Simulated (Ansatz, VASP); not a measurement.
# One calculation of Sb2Br4O, two programs

File INCAR:

```
SYSTEM = Sb2Br4O
PREC = Accurate
ENCUT = 520
EDIFF = 1E-6
ISMEAR = 1
SIGMA = 0.2699
LREAL = .False.
LASPH = .True.
NELM = 100
ALGO = Normal
ISIF = 2
LWAVE = .False.
LCHARG = .True.
GGA = PE
LELF = .True.
LVHAR = .True.
NBANDS = 31
```

The input KPOINTS:

```
Automatic mesh
0
Gamma
  4 4 4
  0 0 0
```

Contents of POSCAR:

```
Sb2Br4O
1.0
    0.0000000000      4.8928780000      0.0000000000
    4.8928780000      0.0000000000      0.0000000000
    2.4464390000      2.4464390000     -8.5816650000
Br O Sb
4 1 2
Direct
    0.3275100000      0.3275100000      0.3449800000
    0.6724900000      0.6724900000      0.6550200000
    0.5000000000      0.0000000000      0.0000000000
    0.0000000000      0.5000000000      0.0000000000
    0.5000000000      0.5000000000      0.0000000000
    0.1368000000      0.1368000000      0.7264000000
    0.8632000000      0.8632000000      0.2736000000
```

Input for Ansatz:

```yaml
crystal:
  lattice:
    - [0.0, 4.892878, 0.0]
    - [4.892878, 0.0, 0.0]
    - [2.446439, 2.446439, -8.581665]
  atoms:
    - { symbol: Br, position: [0.32751, 0.32751, 0.34498] }
    - { symbol: Br, position: [0.67249, 0.67249, 0.65502] }
    - { symbol: O, position: [0.5, 0.5, 0.0] }
    - { symbol: Sb, position: [0.1368, 0.1368, 0.7264] }
    - { symbol: Sb, position: [0.8632, 0.8632, 0.2736] }
    - { symbol: Br, position: [0.5, 0.0, 0.0] }
    - { symbol: Br, position: [0.0, 0.5, 0.0] }
  symmetry: { tolerance: 0.0003 }
kpoints:
  mp_grid: { grid: [4, 4, 4], shift: [0, 0, 0] }
magnetization:
  spin_polarized: false
scf:
  occupations: { method: cold, width: 0.2699 }
hamiltonian:
  pseudopotentials: { kind: paw }
  xc: pbe
basis:
  ecutwfc: 420
output:
  forces: true
  stress: true
  eigenvalues: true
  write_density: true
  write_potential: true
  elf: true
  volumetric_format: npy
```

Alike in both runs: task single point; functional PBE; k mesh 4 × 4 × 4; no spin polarisation.

```csv
,VASP,Ansatz
version,VASP 6.6.1,Ansatz 0.2.0
potentials or method,"VASP PAW PBE potentials, release 64 (Br, O, Sb), cutoff 520 eV",PAW plane waves
occupations,"methfessel-paxton of order 1, width 0.2699 eV","cold, width 0.2699 eV"
valence electrons in the cell,44,64
```

VASP gave:

| Quantity | Value |
| --- | --- |
| gap on the k mesh at the Fermi level (eV) | none |
| pressure (GPa) | -5.5 |
| rms of the force components (eV/Å) | 0.285 |

Question: Which values does Ansatz return?

Answer: gap on the k mesh at the Fermi level (eV): none; pressure (GPa): -5.4; rms of the force components (eV/Å): 0.275.

A gap of «none» marks a metal or a gap that the smearing closes. VASP's potentials hold 44 valence electrons a cell and Ansatz's 64, so a difference there can come from the potentials and not from the codes.

Neither program's run includes spin-orbit coupling.
